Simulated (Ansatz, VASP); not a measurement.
**Rh: VASP beside Ansatz**

```
Rh
1.0
     0.00000    1.95238    1.95238
     1.95238    0.00000    1.95238
     1.95238    1.95238    0.00000
Rh
1
Cartesian
  0.0000 0.0000 0.0000
```

Alike in both runs: task single point; functional RPBE; k mesh 23 × 23 × 23; occupations fermi-dirac, width 0.05 eV; collinear spin.

```csv
,VASP,Ansatz
version,VASP 6.6.1,Ansatz 0.2.0
potentials or method,"VASP PAW PBE potentials, release 64 (Rh_pv), cutoff 520 eV","plane waves (420 eV) with PAW, scalar-relativistic"
valence electrons in the cell,15,17
```

Ansatz gave:

| Item | Value |
| --- | --- |
| pressure (GPa) | -8.4 |
| net moment per atom (μB) | 0.00 |

Question: What did VASP give for the same quantities?

Answer: Pressure (GPa): -8.3; net moment per atom (μB): 0.00.

VASP's potentials were made for PBE, not for RPBE. With one functional, cell and mesh, what is left measures potentials, basis and numerics. VASP's potentials hold 15 valence electrons a cell and Ansatz's 17, so a difference there can come from the potentials and not from the codes. Ansatz's warnings: seeded moment not kept.
